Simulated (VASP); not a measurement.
Set up this calculation in VASP 6.6.1, as the native input.

```yaml
Task: single point
Functional: PBE
Potentials_or_basis: VASP PAW PBE potentials, release 64 (Be, H)
Cutoff: 520 eV
k_mesh: 2 × 2 × 1
Occupations: fermi-dirac, width 0.15 eV
Spin: no spin polarisation
Dipole_correction: no
Further_INCAR_settings: LREAL = Auto; ALGO = Normal; EDIFF = 1e-07; NBANDS = 48
```

The structure of Be27H lies in POSCAR:

```
Be27H
1.0
    6.8700000000      0.0000000000      0.0000000000
    3.4350000000      5.9495950000      0.0000000000
    0.0000000000      0.0000000000     14.5884300000
Be H
27 1
Direct
    0.0000000000      0.0000000000      0.0685474722
    0.3333333333      0.0000000000      0.0685474722
    0.6666666667      0.0000000000      0.0685474722
   -0.0000001401      0.3333336135      0.0685474722
    0.3333331933      0.3333336135      0.0685474722
    0.6666665266      0.3333336135      0.0685474722
   -0.0000002801      0.6666672269      0.0685474722
    0.3333330532      0.6666672269      0.0685474722
    0.6666663865      0.6666672269      0.0685474722
   -0.0973183319      0.1619437962      0.1997130603
    0.1990161668      0.2441510725      0.1868878282
    0.5503292842      0.2131405583      0.2039972773
   -0.1124260891      0.5894518871      0.1982598539
    0.2868027160      0.5281704049      0.1908018889
    0.5876938563      0.5255147619      0.2038876013
   -0.1244289474      0.8883629894      0.1888757049
    0.1958094888      0.8718744721      0.2033666406
    0.5197976893      0.9116418849      0.1940373296
   -0.0250718365     -0.0101183358      0.3477824550
    0.2974314975      0.0240016337      0.3184784106
    0.6704444521     -0.0270606655      0.3157639307
   -0.0312881937      0.3359388328      0.3099442503
    0.3052869337      0.3473009507      0.3118635796
    0.6432213329      0.3527130838      0.3254839623
    0.0114694269      0.6724323252      0.3103623899
    0.3242967574      0.6721633994      0.3285823080
    0.6006887196      0.7095104793      0.3177586622
    0.8458974857      0.2813636895      0.3894593181
```

One way to write it, as run:

INCAR

```
  PREC = Accurate
  ENCUT = 520
  EDIFF = 1E-7
  ISMEAR = -1
  SIGMA = 0.15
  LREAL = Auto
  LASPH = True
  NELM = 100
  ALGO = Normal
  ISIF = 2
  LWAVE = False
  LCHARG = True
  GGA = PE
  LELF = True
  LVHAR = True
  NBANDS = 48
```

KPOINTS

```
regular mesh
0
Gamma
  2 2 1
```

Potentials or basis: VASP PAW PBE potentials, release 64 (Be, H).

Launch:

```sh
$ cat potpaw_PBE.64/Be/POTCAR potpaw_PBE.64/H/POTCAR > POTCAR
$ mpirun -np 1 vasp_std > vasp.out
```

Results of the run:

* Largest force: 1.900 eV/Å

Caveat: the k points lie up to 0.53 Å⁻¹ apart.

It took 3.7 min on 1 thread of Intel(R) Xeon(R) 6975P-C (Granite Rapids), with other jobs on the host, peak memory 0.62 GiB.
